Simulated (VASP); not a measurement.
Wanted: the native input for a VASP 6.6.1 run.

```
Task                   : single point
Functional             : PBE exchange alone
Potentials or basis    : VASP PAW PBE potentials, release 64 (Te, Mo_sv)
Cutoff                 : 520 eV
k mesh                 : 4 × 8 × 2
Occupations            : fermi-dirac, width 0.05 eV
Spin                   : no spin polarisation
Dipole correction      : no
Further INCAR settings : ALGO = Normal; EDIFF = 1e-07; NBANDS = 64
```

The structure of Te2Mo lies in POSCAR:

```
Te2Mo
1.0
    6.2875154984      0.0000000000      0.0000000000
    0.0000000000      3.4457174193      0.0000000000
   -0.9404401904      0.0000000000     13.7348181532
Te Mo
8 4
Direct
    0.9437000000      0.7500000000      0.6045000000
    0.0563000000      0.2500000000      0.3955000000
    0.9030000000      0.2500000000      0.8514000000
    0.0970000000      0.7500000000      0.1486000000
    0.4112000000      0.7500000000      0.8955000000
    0.5888000000      0.2500000000      0.1045000000
    0.4432000000      0.2500000000      0.6484000000
    0.5568000000      0.7500000000      0.3516000000
    0.8167000000      0.7500000000      0.9926000000
    0.1833000000      0.2500000000      0.0074000000
    0.6819000000      0.2500000000      0.4934000000
    0.3181000000      0.7500000000      0.5066000000
```

One way to write it, as run:

INCAR

```
SYSTEM = Te2Mo
AGGAC = 0.0 ; ALDAC = 0.0
ALGO = Normal ; EDIFF = 1E-7
ENCUT = 520 ; GGA = PE
ISIF = 2 ; ISMEAR = -1
LASPH = .TRUE. ; LCHARG = .FALSE.
LREAL = .FALSE. ; LWAVE = .FALSE.
NBANDS = 64 ; NELM = 80
PREC = Accurate ; SIGMA = 0.05
```

KPOINTS

```
k-points
0
G
  4 8 2
  0 0 0
```

Potentials or basis: VASP PAW PBE potentials, release 64 (Te, Mo_sv).

Run with:

```sh
$ cat potpaw_PBE.64/Te/POTCAR potpaw_PBE.64/Mo_sv/POTCAR > POTCAR
$ mpirun -np 1 vasp_std > vasp.out
```

Results of the run:

The pressure is 19.1 GPa, the largest force is 1.531 eV/Å and the band gap on the k mesh is zero (bands 52 and 53 overlap by 0.19 eV).

Caveat: the cell stands under pressure; spin-orbit coupling is left out, which moves the levels of the heavy elements; forces of over 1 eV/Å act on the atoms, so gaps and moduli don't describe the material at rest.

Run time: 6.3 min on 1 thread of Intel(R) Xeon(R) 6975P-C (Granite Rapids), on a shared host, peak memory 0.64 GiB.
